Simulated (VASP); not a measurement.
A run of VASP 6.6.1:

The input INCAR:

```
PREC = Accurate ; ENCUT = 600
EDIFF = 1E-6 ; ISMEAR = 0
SIGMA = 0.2 ; LREAL = False
LASPH = True ; NELM = 120
ALGO = Normal ; ISIF = 2
LWAVE = False ; LCHARG = False
GGA = PE ; NBANDS = 12
GGA_COMPAT = False
```

KPOINTS

```
regular mesh
0
Gamma
  8 8 8
```

POSCAR

```
PC
1.0
    1.4706068428      0.8490552566      2.4105661865
   -1.4706068428      0.8490552566      2.4105661865
    0.0000000000     -1.6981105131      2.4105661865
P C
1 1
Direct
    0.5000000000      0.5000000000      0.5000000000
    0.0000000000      0.0000000000      0.0000000000
```

Potentials or basis: VASP PAW PBE potentials, release 64 (P, C).

Command:

```console
$ cat potpaw_PBE.64/P/POTCAR potpaw_PBE.64/C/POTCAR > POTCAR
$ mpirun -np 1 vasp_std > vasp.out
```

Hardware: 1 thread of AMD EPYC 7R43 64-Core Processor (Zen 3), with other jobs on the host.

Problem. How long does it take, and how much memory?

Solution. Run time: 17 s on 1 thread of AMD EPYC 7R43 64-Core Processor (Zen 3), with other jobs on the host, peak memory 0.11 GiB. Counts: scf iterations 11, k points 65.
